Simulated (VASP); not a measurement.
# SiC (sol) in VASP: further runs

Runs on SiC (sol). Level: PBEsol. Tasks: single point.

Program: VASP 6.6.1. These are calculated values, not measurements. Logs are shortened: lines on timing, memory, paths and dates and some standing lists are left out, and cuts for length are marked.

**1. The cell of the first run**

It takes space group P6_3mc (No. 186, hexagonal). The conventional cell has a = 3.076 Å, b = 3.076 Å, c = 5.048 Å, α = 90.00°, β = 90.00°, γ = 120.00°. Within 2.4 Å of Si (site symmetry 3m) lie 3 C at 1.78 Å. C (site symmetry 3m) has 3 Si at 1.78 Å within 2.4 Å.

**2. Single point, PBEsol**

INCAR

```
SYSTEM = SiC
PREC = Accurate
ENCUT = 520
EDIFF = 1E-6
ISMEAR = 0
SIGMA = 0.01
LREAL = .False.
LASPH = .True.
NELM = 100
ALGO = Normal
ISIF = 2
LWAVE = .False.
LCHARG = .False.
GGA = PS
NBANDS = 16
```

KPOINTS

```
regular mesh
0
Gamma
  12 12 6
  0 0 0
```

POSCAR

```
SiC
1.0
    3.0759836400      0.0000000000      0.0000000000
   -1.5379918200      2.6638799739      0.0000000000
    0.0000000000      0.0000000000      5.0478375098
Si C
2 2
Direct
    0.3333333333      0.6666666667     -0.0562910465
    0.6666666667      0.3333333333      0.4437089535
    0.3333333333      0.6666666667      0.4312910465
    0.6666666667      0.3333333333      0.9312910465
```

Potentials or basis: VASP PAW PBE potentials, release 64 (Si, C).

Command:

```bash
$ cat potpaw_PBE.64/Si/POTCAR potpaw_PBE.64/C/POTCAR > POTCAR
$ mpirun -np 1 vasp_std > vasp.out
```

OUTCAR:

```text
SYSTEM = SiC
   PREC = Accurate
   ENCUT = 520
   EDIFF = 1E-6
   ISMEAR = 0
   LREAL = .False.
   LASPH = .True.
   NELM = 100
   ISIF = 2
   GGA = PS

 ion  position               nearest neighbor table
   1  0.333  0.667  0.944-   4 1.78   4 1.78   4 1.78   3 2.46   3 2.59   2 3.09   2 3.09   2 3.09
                             2 3.09   2 3.09   2 3.09
   2  0.667  0.333  0.444-   3 1.78   3 1.78   3 1.78   4 2.46   4 2.59   1 3.09   1 3.09   1 3.09
                             1 3.09   1 3.09   1 3.09
   3  0.333  0.667  0.431-   2 1.78   2 1.78   2 1.78   1 2.46   1 2.59
   4  0.667  0.333  0.931-   1 1.78   1 1.78   1 1.78   2 2.46   2 2.59

  LATTYP: Found a hexagonal cell.
 ALAT       =     3.0759836400
 C/A-ratio  =     1.6410482306

  Lattice vectors:

 A1 = (   3.0759836400,   0.0000000000,   0.0000000000)
 A2 = (  -1.5379918200,   2.6638799739,   0.0000000000)
 A3 = (   0.0000000000,   0.0000000000,   5.0478375098)

Analysis of symmetry for initial positions (statically):
=====================================================================
 Subroutine PRICEL returns:
 Original cell was already a primitive cell.

 Routine SETGRP: Setting up the symmetry group for a
 hexagonal supercell.

 Subroutine GETGRP returns: Found 12 space group operations
 (whereof  6 operations were pure point group operations)
 out of a pool of 24 trial point group operations.

The static configuration has the point symmetry C_3v.
 The point group associated with its full space group is C_6v.

Analysis of symmetry for dynamics (positions and initial velocities):
=====================================================================
 Subroutine PRICEL returns:
 Original cell was already a primitive cell.

 Routine SETGRP: Setting up the symmetry group for a
 hexagonal supercell.

 Subroutine GETGRP returns: Found 12 space group operations
 (whereof  6 operations were pure point group operations)
 out of a pool of 24 trial point group operations.

The dynamic configuration has the point symmetry C_3v.
 The point group associated with its full space group is C_6v.

 Subroutine INISYM returns: Found 12 space group operations
 (whereof  6 operations are pure point group operations),
 and found     1 'primitive' translations

----------------------------------------------------------------------------------------

                                     Primitive cell

  volume of cell :      41.3622

  direct lattice vectors                    reciprocal lattice vectors
     3.075983640  0.000000000  0.000000000     0.325099258  0.187696144  0.000000000
    -1.537991820  2.663879974  0.000000000     0.000000000  0.375392289  0.000000000
     0.000000000  0.000000000  5.047837510     0.000000000  0.000000000  0.198104634

  length of vectors
     3.075983640  3.075983640  5.047837510     0.375392289  0.375392289  0.198104634

  position of ions in fractional coordinates (direct lattice)
     0.333333333  0.666666667  0.943708953
     0.666666667  0.333333333  0.443708953
     0.333333333  0.666666667  0.431291047
     0.666666667  0.333333333  0.931291047

  ion indices of the primitive-cell ions
   primitive index   ion index
                 1           1
                 2           2
                 3           3
                 4           4

----------------------------------------------------------------------------------------

 KPOINTS: regular mesh

Automatic generation of k-mesh.
 Grid dimensions read from file:
 generate k-points for:   12   12    6

 Generating k-lattice:

  Cartesian coordinates                     Fractional coordinates (reciprocal lattice)
     0.027091605  0.015641345  0.000000000     0.083333333  0.000000000  0.000000000
     0.000000000  0.031282691  0.000000000     0.000000000  0.083333333  0.000000000
     0.000000000  0.000000000  0.033017439     0.000000000  0.000000000  0.166666667

  Length of vectors
     0.031282691  0.031282691  0.033017439

  Shift w.r.t. Gamma in fractional coordinates (k-lattice)
     0.000000000  0.000000000  0.000000000

 Subroutine IBZKPT returns following result:
 ===========================================

 Found     76 irreducible k-points:

 Following reciprocal coordinates:
            Coordinates               Weight
  0.000000  0.000000  0.000000      1.000000
  0.083333  0.000000  0.000000      6.000000
  0.166667  0.000000  0.000000      6.000000
  0.250000  0.000000  0.000000      6.000000
  0.333333  0.000000  0.000000      6.000000
  0.416667  0.000000  0.000000      6.000000
[... 16 lines left out ...]
  0.250000  0.000000  0.166667     12.000000
  0.333333  0.000000  0.166667     12.000000
 [... further k-points ...]
   k-points           NKPTS =     76   k-points in BZ     NKDIM =     76   number of bands    NBANDS=     16
   number of dos      NEDOS =    301   number of ions     NIONS =      4
   total plane-waves  NPLWV =  23040
   dimension x,y,z NGX =    24 NGY =   24 NGZ =   40
   dimension x,y,z NGXF=    48 NGYF=   48 NGZF=   80
   ions per type =               2   2
   NGX,Y,Z   is equivalent  to a cutoff of  12.97, 12.97, 13.17 a.u.
   NGXF,Y,Z  is equivalent  to a cutoff of  25.94, 25.94, 26.35 a.u.
 SYSTEM =  SiC
   PREC   = accura    normal or accurate (medium, high low for compatibility)
   ISTART =      0    job   : 0-new  1-cont  2-samecut
   ICHARG =      2    charge: 1-file 2-atom 10-const
   ISPIN  =      1    spin polarized calculation?
   LNONCOLLINEAR =      F non collinear calculations
   LSORBIT =      F    spin-orbit coupling
   LASPH  =      T    aspherical Exc in radial PAW
   ENCUT  =  520.0 eV  38.22 Ry    6.18 a.u.   5.72  5.72  9.39*2*pi/ulx,y,z
   NELM   =    100;   NELMIN=  2; NELMDL= -5     # of ELM steps
   EDIFF  = 0.1E-05   stopping-criterion for ELM
   LREAL  =      F    real-space projection
   EDIFFG = 0.1E-04   stopping-criterion for IOM
   NSW    =      0    number of steps for IOM
   IBRION =     -1    ionic relax: 0-MD 1-quasi-New 2-CG
   NFREE  =      0    steps in history (QN), initial steepest desc. (CG)
   ISIF   =      2    stress and relaxation
   ISYM   =      2    0-nonsym 1-usesym 2-fastsym
   POTIM  = 0.5000    time-step for ionic-motion
   TEBEG  =    0.0;   TEEND  =   0.0 temperature during run
   PSTRESS=    0.0 pullay stress
   NELECT =      16.0000    total number of electrons
   NUPDOWN=      -1.0000    fix difference up-down
   EMIN   =  10.00;   EMAX   =-10.00  energy-range for DOS
   EFERMI =   0.00;   METHOD = LEGACY
   ISMEAR =     0;   SIGMA  =   0.01  broadening in eV -4-tet -1-fermi 0-gaus
   EFERMI_NEDOS =   21; number of points for ismear=-14 and -15
   IALGO  =     38    algorithm
   IMIX   =      4    mixing-type and parameters
     AMIX     =   0.40;   BMIX     =  1.00
     AMIX_MAG =   1.60;   BMIX_MAG =  1.00
  volume/ion in A,a.u.               =      10.34        69.78
  Fermi-wavevector in a.u.,A,eV,Ry     =   1.192834  2.254130 19.359102  1.422854
  Thomas-Fermi vector in A             =   2.328863
   LORBIT       =      0    0 simple, 1 ext, 2 COOP (PROOUT), +10 PAW based schemes
   GGA     = PS    functional components
   LHFCALC =     F    Hartree Fock is set to
   AEXX    =    0.0000 exact exchange contribution
   IVDW    =     0    specifies the selected vdW correction
   LEPSILON=     F    determine dielectric tensor
   LRPA    =     F    only Hartree local field effects (RPA)
 non-spin polarized calculation
 Gauss-broadening in eV      SIGMA  =   0.01
  energy-cutoff  :      520.00
  volume of cell :       41.36
 maximum number of plane-waves:      1132
 NGX is ok and might be reduce to    24
   NGX = 11   NGY = 11   NGZ = 19

 number of electron      16.0000000 magnetization

 Free energy of the ion-electron system (eV)
  ---------------------------------------------------
  ext. energy  EPLUGINS =         0.00000000
  ---------------------------------------------------
  free energy    TOTEN  =       -29.94995438 eV

  energy without entropy =      -29.94995438  energy(sigma->0) =      -29.94995438

 E-fermi :  10.0785     XC(G=0): -11.4865

 val. band max:        9.9483185059   @ k =   0.0000   0.0000   0.0000
 cond. band min:      10.5692868910   @ k =   0.5000   0.0000   0.0000
 fundamental gap:      0.6209683850
 Fermi energy:        10.0784624596

 k-point     1 :       0.0000    0.0000    0.0000
  band No.  band energies     occupation
      1      -7.4832      2.00000
      2      -4.3244      2.00000
      3       0.5004      2.00000
      4       6.0727      2.00000
      5       6.0727      2.00000
      6       7.1259      2.00000
[... 8 lines left out ...]
     15      16.7689      0.00000
     16      18.3484      0.00000

 k-point     2 :       0.0833    0.0000    0.0000
  band No.  band energies     occupation
      1      -7.3619      2.00000
      2      -4.2174      2.00000
      3       0.6239      2.00000
      4       5.4604      2.00000
      5       5.8871      2.00000
      6       6.7216      2.00000
[... 8 lines left out ...]
     15      16.6818      0.00000
     16      18.9499      0.00000

 k-point     3 :       0.1667    0.0000    0.0000
  band No.  band energies     occupation
      1      -7.0008      2.00000
      2      -3.9027      2.00000
      3       0.9915      2.00000
      4       4.0571      2.00000
      5       5.4558      2.00000
      6       5.6964      2.00000
[... 8 lines left out ...]
     15      17.6706      0.00000
     16      18.8772      0.00000

 k-point     4 :       0.2500    0.0000    0.0000
  band No.  band energies     occupation
      1      -6.4102      2.00000
      2      -3.4073      2.00000
      3       1.5904      2.00000
      4       2.4181      2.00000
      5       4.3796      2.00000
      6       4.9764      2.00000
[... 8 lines left out ...]
     15      17.9795      0.00000
     16      18.2388      0.00000
[... 324 lines left out ...]
 k-point    22 :       0.1667    0.0000    0.1667
  band No.  band energies     occupation
      1      -6.8710      2.00000
      2      -4.2923      2.00000
      3       1.6030      2.00000
      4       4.1680      2.00000
      5       5.5248      2.00000
      6       5.5318      2.00000
[... 8 lines left out ...]
     15      17.4570      0.00000
     16      18.9418      0.00000

 k-point    23 :       0.2500    0.0000    0.1667
  band No.  band energies     occupation
      1      -6.2822      2.00000
      2      -3.7738      2.00000
      3       1.9843      2.00000
      4       2.7317      2.00000
      5       4.1554      2.00000
      6       5.0589      2.00000
[... 8 lines left out ...]
     15      18.3379      0.00000
     16      18.5200      0.00000

 k-point    24 :       0.3333    0.0000    0.1667
  band No.  band energies     occupation
      1      -5.4911      2.00000
      2      -3.1324      2.00000
      3       0.8480      2.00000
      4       2.7327      2.00000
      5       3.0767      2.00000
      6       4.6609      2.00000
[... 8 lines left out ...]
     15      18.4018      0.00000
     16      19.6156      0.00000

 [... further k-points ...]
[... 5 lines left out ...]
  --------------------------------------------------------------------------------------
  -------------------------------------------------------------------------------------
  Total        4.4332834      4.4332834     -0.2439506      0.0000000      0.0000000      0.0000000
  in kB      171.7244111    171.7244111     -9.4494920      0.0000000      0.0000000      0.0000000
  external PRESSURE =     111.3331101 kB  Pullay stress =       0.0000000 kB

 VOLUME and BASIS-vectors are now :
 -----------------------------------------------------------------------------
  energy-cutoff  :      520.00
  volume of cell :       41.36
      direct lattice vectors                 reciprocal lattice vectors
     3.075983640  0.000000000  0.000000000     0.325099258  0.187696144  0.000000000
    -1.537991820  2.663879974  0.000000000     0.000000000  0.375392289  0.000000000
     0.000000000  0.000000000  5.047837510     0.000000000  0.000000000  0.198104634

 POSITION                                       TOTAL-FORCE (eV/Angst)
 -----------------------------------------------------------------------------------
     -0.00000      1.77592      4.76369         0.000000     -0.000000      0.645457
      1.53799      0.88796      2.23977        -0.000000      0.000000      0.645457
     -0.00000      1.77592      2.17709        -0.000000      0.000000     -0.645457
      1.53799      0.88796      4.70101         0.000000      0.000000     -0.645457
 -----------------------------------------------------------------------------------
    total drift:                               -0.000000     -0.000000     -0.000125

  FREE ENERGIE OF THE ION-ELECTRON SYSTEM (eV)
  ---------------------------------------------------
  free  energy   TOTEN  =       -29.9499543777 eV

  energy  without entropy=      -29.9499543777  energy(sigma->0) =      -29.94995438
```

Run time: 15 s. Hardware: 1 thread of Intel Xeon 6975P-C, shared host; peak memory 0.18 GiB.

What came out:

```
Free energy            : -29.9500 eV
Pressure               : 11.1 GPa
Largest force          : 0.645 eV/Å
Band gap on the k mesh : 0.62 eV, indirect (least direct gap 2.64 eV)
```

Forces on the atoms (eV/Å):
```
Si   0.000  0.000  0.645
Si   0.000  0.000  0.645
C    0.000  0.000 -0.645
C    0.000  0.000 -0.645
```

Caveat: the PAW data sets were made with another functional, which shifts forces and pressure a little.

(Part 1 of 2 ends here.)
